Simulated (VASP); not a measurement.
# Sn24O49 (a cell with a defect) in VASP: single point with PBEsol

Aim: the single point of Sn24O49 (a cell with a defect) with PBEsol.

Program: VASP 6.6.1. These are calculated values, not measurements. Logs are shortened: lines on timing, memory, paths and dates and some standing lists are left out, and cuts for length are marked.

### Step 1. The cell of the first run

The cell holds a defect, 73 atoms: a = 9.538 Å, b = 9.538 Å, c = 9.636 Å, α = 90.00°, β = 90.00°, γ = 90.00°.

### Step 2. Single point, PBEsol

INCAR

```
PREC = Accurate
ENCUT = 520
EDIFF = 1E-6
ISMEAR = -1
SIGMA = 0.05
LREAL = Auto
LASPH = True
NELM = 120
ALGO = Normal
ISIF = 2
LWAVE = False
LCHARG = False
GGA = PS
NBANDS = 357
NELECT = 632.0
ISYM = -1
GGA_COMPAT = False
```

KPOINTS

```
explicit points
1
Reciprocal
  0.25000000   0.25000000   0.25000000 1
```

POSCAR

```
Sn24O49
1.0
    9.5380920000      0.0000000000      0.0000000000
    0.0000000000      9.5380920000      0.0000000000
    0.0000000000      0.0000000000      9.6363030000
Sn O
24 49
Direct
    0.9988220000      0.0014050000      0.0000300000
    0.0001100000      0.9973990000      0.3327110000
    0.0028240000      0.0001330000      0.6673430000
    0.9979260000      0.5010900000      0.9999680000
    0.0001000000      0.4998040000      0.3337450000
    0.0015980000      0.4982080000      0.6674300000
    0.4991110000      0.0022760000      0.0000870000
    0.5019930000      0.9986120000      0.3326350000
    0.5004590000      0.0001400000      0.6663220000
    0.5027370000      0.4974580000      0.0000740000
    0.4896970000      0.5063260000      0.3247540000
    0.4938030000      0.5105080000      0.6754020000
    0.2457250000      0.2482130000      0.1644750000
    0.2522820000      0.2513520000      0.4975400000
    0.2515310000      0.2519690000      0.8319210000
    0.2481110000      0.7526410000      0.1655680000
    0.2502810000      0.7499110000      0.5000250000
    0.2475550000      0.7521170000      0.8344910000
    0.7496400000      0.2497290000      0.1673470000
    0.7577860000      0.2424840000      0.4999900000
    0.7504680000      0.2505610000      0.8327190000
    0.7482400000      0.7486780000      0.1681630000
    0.7488460000      0.7478920000      0.5025550000
    0.7520070000      0.7545010000      0.8356220000
    0.1533720000      0.1517260000      0.9966210000
    0.1527760000      0.1503320000      0.3329560000
    0.1555530000      0.1535880000      0.6653820000
    0.1488410000      0.6558130000      0.0002400000
    0.1544970000      0.6517240000      0.3323450000
    0.1553360000      0.6512090000      0.6668870000
    0.6530310000      0.1537120000      0.9997850000
    0.6675940000      0.1362670000      0.3301810000
    0.6527320000      0.1546630000      0.6646570000
    0.6538450000      0.6525890000      0.9997260000
    0.6499230000      0.6507910000      0.3344610000
    0.6456350000      0.6662860000      0.6737050000
    0.3472780000      0.3466940000      0.0003820000
    0.3336820000      0.3547370000      0.3264260000
    0.3491580000      0.3504750000      0.6656050000
    0.3440830000      0.8516880000      0.9998150000
    0.3487140000      0.8451700000      0.3331660000
    0.3481910000      0.8460640000      0.6677260000
    0.8461810000      0.3474690000      0.0002870000
    0.8453600000      0.3477220000      0.3353630000
    0.8636220000      0.3329320000      0.6698650000
    0.8482340000      0.8470980000      0.0034600000
    0.8464070000      0.8449060000      0.3347130000
    0.8496070000      0.8477270000      0.6671300000
    0.0924850000      0.4012710000      0.1650780000
    0.0980080000      0.4030820000      0.4995530000
    0.1004470000      0.4058450000      0.8353120000
    0.0965250000      0.9035550000      0.1660920000
    0.0985140000      0.9014710000      0.5000380000
    0.0964190000      0.9034720000      0.8339760000
    0.5958680000      0.4028660000      0.1660050000
    0.5590740000      0.3510510000      0.4546340000
    0.5970630000      0.4040820000      0.8341150000
    0.5941210000      0.8995310000      0.1647350000
    0.5969400000      0.9019830000      0.5005050000
    0.5987300000      0.9074590000      0.8350070000
    0.4042230000      0.0994830000      0.1680550000
    0.4027010000      0.0960660000      0.4980580000
    0.4036910000      0.0990000000      0.8319240000
    0.4007990000      0.6011520000      0.1593300000
    0.4046720000      0.5958440000      0.5000790000
    0.3991960000      0.5996050000      0.8408260000
    0.9062620000      0.0995370000      0.1664530000
    0.9076980000      0.0929290000      0.5000120000
    0.9009940000      0.0942820000      0.8335900000
    0.9015040000      0.5968290000      0.1681170000
    0.9043000000      0.5976900000      0.5020080000
    0.9009250000      0.5961700000      0.8319950000
    0.6490170000      0.4410270000      0.5454590000
```

Potentials or basis: VASP PAW PBE potentials, release 64 (Sn_d, O).

Run with:

```bash
$ cat potpaw_PBE.64/Sn_d/POTCAR potpaw_PBE.64/O/POTCAR > POTCAR
$ mpirun -np 1 vasp_std > vasp.out
```

OUTCAR:

```text
PREC = Accurate
   ENCUT = 520
   EDIFF = 1E-6
   ISMEAR = -1
   LREAL = Auto
   LASPH = True
   NELM = 120
   ISIF = 2
   GGA = PS
   NELECT = 632.0
   ISYM = -1

 ion  position               nearest neighbor table
   1  0.999  0.001  0.000-  67 2.06  69 2.06  25 2.06  46 2.06  54 2.07  52 2.07   2 3.21   3 3.21
                            24 3.69  13 3.69  18 3.72  16 3.72  21 3.72  19 3.72
   2  0.000  0.997  0.333-  68 2.05  52 2.06  26 2.06  47 2.07  67 2.08  53 2.08   1 3.21   3 3.22
                            20 3.66  16 3.69  13 3.72  17 3.72  22 3.73  19 3.75  23 3.75
   3  0.003  0.000  0.667-  68 2.05  54 2.06  48 2.06  27 2.07  69 2.08  53 2.08   1 3.21   2 3.22
                            20 3.66  18 3.69  24 3.72  17 3.72  15 3.73  21 3.75  14 3.75
   4  0.998  0.501  1.000-  43 2.06  28 2.06  49 2.06  72 2.07  51 2.07  70 2.07   6 3.20   5 3.22
                            24 3.72  22 3.72  21 3.73  13 3.73  18 3.73  19 3.74  16 3.74  15 3.76
   5  0.000  0.500  0.334-  29 2.07  50 2.07  44 2.07  70 2.07  49 2.07  71 2.08   6 3.22   4 3.22
                            14 3.73  13 3.73  20 3.73  22 3.74  17 3.74  19 3.74  23 3.74  16 3.75
   6  0.002  0.498  0.667-  45 2.05  30 2.07  51 2.07  50 2.07  71 2.07  72 2.08   4 3.20   5 3.22
                            15 3.70  21 3.72  14 3.73  18 3.74  20 3.74  17 3.74  23 3.74
   7  0.499  0.002  0.000-  31 2.06  40 2.06  60 2.06  61 2.07  58 2.07  63 2.07   8 3.20   9 3.22
                            13 3.72  15 3.72  19 3.73  24 3.73  16 3.73  21 3.74  18 3.74  22 3.76
   8  0.502  0.999  0.333-  32 2.05  41 2.07  58 2.07  59 2.07  62 2.07  61 2.08   7 3.20   9 3.22
                            22 3.70  19 3.72  23 3.73  16 3.74  20 3.74  17 3.74  14 3.74
   9  0.500  0.000  0.666-  42 2.07  59 2.07  33 2.07  63 2.07  60 2.07  62 2.08   8 3.22   7 3.22
                            23 3.73  24 3.73  20 3.73  15 3.74  17 3.74  21 3.74  14 3.74  18 3.75
  10  0.503  0.497  0.000-  55 2.04  57 2.04  37 2.07  34 2.07  64 2.07  66 2.07  12 3.13  11 3.13
                            19 3.71  21 3.71  22 3.72  15 3.72
  11  0.490  0.506  0.325-  64 2.02  56 2.05  65 2.06  35 2.06  38 2.07  55 2.08  73 2.69  10 3.13
                            12 3.38  16 3.63  17 3.67  22 3.70  14 3.72  13 3.72
  12  0.494  0.511  0.675-  66 2.02  73 2.05  65 2.06  39 2.06  36 2.07  57 2.08  56 2.69  10 3.13
                            11 3.38  18 3.63  17 3.67  15 3.70  23 3.72  24 3.72
  13  0.246  0.248  0.164-  38 2.04  25 2.06  49 2.07  26 2.07  61 2.07  37 2.08  15 3.21  14 3.21
                             1 3.69   2 3.72   7 3.72  11 3.72   5 3.73   4 3.73
  14  0.252  0.251  0.498-  62 2.06  50 2.06  38 2.07  27 2.08  26 2.08  39 2.09  13 3.21  15 3.22
                            11 3.72   5 3.73   6 3.73   9 3.74   8 3.74   3 3.75
  15  0.252  0.252  0.832-  51 2.06  63 2.06  37 2.07  27 2.07  25 2.08  39 2.08  13 3.21  14 3.22
                            12 3.70   6 3.70  10 3.72   7 3.72   3 3.73   9 3.74   4 3.76
  16  0.248  0.753  0.166-  52 2.04  64 2.05  40 2.07  28 2.07  29 2.08  41 2.08  18 3.19  17 3.22
                            11 3.63   2 3.69   1 3.72   7 3.73   8 3.74   4 3.74   5 3.75
  17  0.250  0.750  0.500-  53 2.05  30 2.07  41 2.07  29 2.08  42 2.08  65 2.08  16 3.22  18 3.22
                            11 3.67  12 3.67   2 3.72   3 3.72   5 3.74   9 3.74   6 3.74   8 3.74
  18  0.248  0.752  0.834-  54 2.04  66 2.05  28 2.07  40 2.07  42 2.08  30 2.08  16 3.19  17 3.22
                            12 3.63   3 3.69   1 3.72   4 3.73   6 3.74   7 3.74   9 3.75
  19  0.750  0.250  0.167-  32 2.06  67 2.07  55 2.07  31 2.07  43 2.08  44 2.08  20 3.21  21 3.22
[... 40 lines left out ...]
  54  0.096  0.903  0.834-  18 2.04   3 2.06   1 2.07
  55  0.596  0.403  0.166-  10 2.04  19 2.07  11 2.08
  56  0.559  0.351  0.455-  73 1.50  11 2.05  20 2.20  12 2.69
  57  0.597  0.404  0.834-  10 2.04  21 2.07  12 2.08
  58  0.594  0.900  0.165-  22 2.06   8 2.07   7 2.07
  59  0.597  0.902  0.501-  23 2.06   9 2.07   8 2.07
  60  0.599  0.907  0.835-   7 2.06  24 2.07   9 2.07
  61  0.404  0.099  0.168-   7 2.07  13 2.07   8 2.08
  62  0.403  0.096  0.498-  14 2.06   8 2.07   9 2.08
[... 8 lines left out ...]
  71  0.904  0.598  0.502-  23 2.06   6 2.07   5 2.08
  72  0.901  0.596  0.832-   4 2.07  24 2.07   6 2.08
  73  0.649  0.441  0.545-  56 1.50  12 2.05  20 2.20  11 2.69

IMPORTANT INFORMATION: All symmetrisations will be switched off!
NOSYMM: (Re-)initialisation of all symmetry stuff for point group C_1.

----------------------------------------------------------------------------------------

                                     Primitive cell

  volume of cell :     876.6646

  direct lattice vectors                    reciprocal lattice vectors
     9.538092000  0.000000000  0.000000000     0.104842771  0.000000000  0.000000000
     0.000000000  9.538092000  0.000000000     0.000000000  0.104842771  0.000000000
[... 173 lines left out ...]
   NGX,Y,Z   is equivalent  to a cutoff of  12.55, 12.55, 12.42 a.u.
   NGXF,Y,Z  is equivalent  to a cutoff of  25.10, 25.10, 24.84 a.u.
 SYSTEM =  unknown system
   PREC   = accura    normal or accurate (medium, high low for compatibility)
   ISTART =      0    job   : 0-new  1-cont  2-samecut
   ICHARG =      2    charge: 1-file 2-atom 10-const
   ISPIN  =      1    spin polarized calculation?
   LNONCOLLINEAR =      F non collinear calculations
   LSORBIT =      F    spin-orbit coupling
   LASPH  =      T    aspherical Exc in radial PAW
   ENCUT  =  520.0 eV  38.22 Ry    6.18 a.u.  17.73 17.73 17.92*2*pi/ulx,y,z
   NELM   =    120;   NELMIN=  2; NELMDL= -5     # of ELM steps
   EDIFF  = 0.1E-05   stopping-criterion for ELM
   LREAL  =      T    real-space projection
   EDIFFG = 0.1E-04   stopping-criterion for IOM
   NSW    =      0    number of steps for IOM
   IBRION =     -1    ionic relax: 0-MD 1-quasi-New 2-CG
   NFREE  =      0    steps in history (QN), initial steepest desc. (CG)
   ISIF   =      2    stress and relaxation
   ISYM   =     -1    0-nonsym 1-usesym 2-fastsym
   POTIM  = 0.5000    time-step for ionic-motion
   TEBEG  =    0.0;   TEEND  =   0.0 temperature during run
   PSTRESS=    0.0 pullay stress
   NELECT =     632.0000    total number of electrons
   NUPDOWN=      -1.0000    fix difference up-down
   EMIN   =  10.00;   EMAX   =-10.00  energy-range for DOS
   EFERMI =   0.00;   METHOD = LEGACY
   ISMEAR =    -1;   SIGMA  =   0.05  broadening in eV -4-tet -1-fermi 0-gaus
   EFERMI_NEDOS =   21; number of points for ismear=-14 and -15
   IALGO  =     38    algorithm
   IMIX   =      4    mixing-type and parameters
     AMIX     =   0.40;   BMIX     =  1.00
     AMIX_MAG =   1.60;   BMIX_MAG =  1.00
  volume/ion in A,a.u.               =      12.01        81.04
  Fermi-wavevector in a.u.,A,eV,Ry     =   1.467921  2.773969 29.317729  2.154792
  Thomas-Fermi vector in A             =   2.583481
   LORBIT       =      0    0 simple, 1 ext, 2 COOP (PROOUT), +10 PAW based schemes
   GGA     = PS    functional components
   LHFCALC =     F    Hartree Fock is set to
   AEXX    =    0.0000 exact exchange contribution
   IVDW    =     0    specifies the selected vdW correction
   LEPSILON=     F    determine dielectric tensor
   LRPA    =     F    only Hartree local field effects (RPA)
 non-spin polarized calculation
  energy-cutoff  :      520.00
  volume of cell :      876.66
 maximum number of plane-waves:     23594
 NGX is ok and might be reduce to    70
   NGX = 35   NGY = 35   NGZ = 35

 number of electron     632.0000031 magnetization

 Free energy of the ion-electron system (eV)
  ---------------------------------------------------
  ext. energy  EPLUGINS =         0.00000000
  ---------------------------------------------------
  free energy    TOTEN  =      -463.13780699 eV

  energy without entropy =     -463.13780563  energy(sigma->0) =     -463.13780631

 E-fermi :   8.6499     XC(G=0): -11.5173

 val. band max:        7.9160703476   @ k =   0.2500   0.2500   0.2500
 cond. band min:       9.4021775055   @ k =   0.2500   0.2500   0.2500
 fundamental gap:      1.4861071579
 Fermi energy:         8.6499086851

 k-point     1 :       0.2500    0.2500    0.2500
  band No.  band energies     occupation
      1     -16.0322      2.00000
      2     -15.0501      2.00000
      3     -15.0070      2.00000
      4     -14.9755      2.00000
      5     -14.9324      2.00000
      6     -14.9208      2.00000
[... 320 lines left out ...]
    327      10.8396      0.00000
    328      10.8884      0.00000
 [bands above 328 left out]

------------------------ aborting loop because EDIFF is reached ----------------------------------------

  FORCE on cell =-STRESS in cart. coord.  units (eV):
  Direction    XX          YY          ZZ          XY          YZ          ZX
  --------------------------------------------------------------------------------------
  -------------------------------------------------------------------------------------
  Total       50.2666812     50.1780896     60.9156712     -4.1016017      2.7692813      2.7747471
  in kB       91.8665344     91.7046260    111.3284480     -7.4960178      5.0610916      5.0710807
  external PRESSURE =      98.2998695 kB  Pullay stress =       0.0000000 kB

 VOLUME and BASIS-vectors are now :
 -----------------------------------------------------------------------------
  energy-cutoff  :      520.00
  volume of cell :      876.66
      direct lattice vectors                 reciprocal lattice vectors
     9.538092000  0.000000000  0.000000000     0.104842771  0.000000000  0.000000000
     0.000000000  9.538092000  0.000000000     0.000000000  0.104842771  0.000000000
     0.000000000  0.000000000  9.636303000     0.000000000  0.000000000  0.103774238

 POSITION                                       TOTAL-FORCE (eV/Angst)
 -----------------------------------------------------------------------------------
      9.52686      0.01340      0.00029         0.004263     -0.003007      0.001229
      0.00105      9.51328      3.20610        -0.009021     -0.001920      0.003745
      0.02694      0.00127      6.43072         0.000633      0.003985     -0.003786
      9.51831      4.77944      9.63599        -0.008775      0.005845     -0.000563
      0.00095      4.76718      3.21607        -0.002532     -0.005503     -0.002024
      0.01524      4.75195      6.43156         0.006984     -0.008132     -0.000795
[... 65 lines left out ...]
      8.59311      5.68632      8.01736        -0.010030      0.013531      0.002511
      6.19038      4.20656      5.25621         0.159064      0.131044      0.112241
 -----------------------------------------------------------------------------------
    total drift:                                0.006377     -0.018129     -0.003202

  FREE ENERGIE OF THE ION-ELECTRON SYSTEM (eV)
  ---------------------------------------------------
  free  energy   TOTEN  =      -463.1378069865 eV

  energy  without entropy=     -463.1378056331  energy(sigma->0) =     -463.13780631
```

It took 16 min on 1 thread of Intel Xeon Platinum 8259CL at 2.50GHz (Skylake/Cascade Lake), shared host; peak memory 0.83 GiB.

Results:

```yaml
Free_energy: -463.1378 eV
Largest_force: 0.239 eV/Å
```

Forces on the atoms (eV/Å):
```
Sn   0.004 -0.003  0.001
Sn  -0.009 -0.002  0.004
Sn   0.001  0.004 -0.004
Sn  -0.009  0.006 -0.001
Sn  -0.003 -0.006 -0.002
Sn   0.007 -0.008 -0.001
Sn  -0.002  0.011  0.003
Sn   0.014 -0.007  0.003
Sn  -0.003 -0.006 -0.003
Sn   0.006 -0.003  0.000
Sn  -0.010  0.017 -0.021
Sn  -0.010  0.008  0.016
Sn  -0.018 -0.008 -0.007
Sn   0.010  0.001 -0.003
Sn   0.006  0.009  0.005
Sn   0.001 -0.001 -0.011
Sn   0.002  0.006  0.003
Sn   0.003  0.004  0.009
Sn   0.003  0.004 -0.001
Sn  -0.004  0.000  0.005
Sn  -0.009 -0.002 -0.001
Sn  -0.010 -0.001  0.000
Sn  -0.004 -0.007  0.003
Sn   0.007  0.009  0.001
O   -0.006 -0.011 -0.003
O   -0.009 -0.005  0.001
O   -0.013 -0.008  0.000
O   -0.017 -0.009  0.001
O   -0.011 -0.012  0.003
O   -0.013 -0.012 -0.001
O   -0.013 -0.010 -0.002
O   -0.005 -0.010  0.003
O   -0.017 -0.006  0.001
O   -0.015 -0.007 -0.002
O   -0.009 -0.009  0.007
O   -0.017 -0.009 -0.005
O    0.012  0.008  0.000
O    0.012  0.022  0.005
O    0.017  0.012 -0.008
O    0.013  0.010  0.000
O    0.015  0.007  0.002
O    0.012  0.004 -0.004
O    0.014  0.010  0.002
O    0.005  0.017 -0.003
O    0.019  0.002 -0.002
O    0.014  0.007  0.003
O    0.008  0.009  0.000
O    0.008  0.008 -0.004
O    0.014 -0.015 -0.001
O    0.011 -0.011  0.004
O    0.012 -0.008  0.005
O    0.009 -0.010 -0.001
O    0.006 -0.006 -0.001
O    0.008 -0.009 -0.001
O    0.020 -0.018  0.006
O   -0.131 -0.165 -0.113
O    0.017 -0.019 -0.008
O    0.009 -0.013 -0.002
O    0.010 -0.009 -0.004
O    0.011 -0.008  0.001
O   -0.012  0.010  0.000
O   -0.011  0.008  0.005
O   -0.012  0.010  0.005
O   -0.011  0.019 -0.008
O   -0.013  0.009 -0.004
O   -0.015  0.011  0.007
O   -0.013  0.010  0.005
O   -0.004  0.000  0.002
O   -0.013  0.012 -0.003
O   -0.011  0.010 -0.002
O   -0.007  0.012 -0.001
O   -0.010  0.014  0.003
O    0.159  0.131  0.112
```

Caveat: the cell carries a net charge on a neutralising background, which shifts energy and pressure; the cell is charged against a uniform background, so pressure and absolute levels hang on convention; the PAW data sets were made with another functional, which shifts forces and pressure a little; spin-orbit coupling is left out, which moves the levels of the heavy elements.
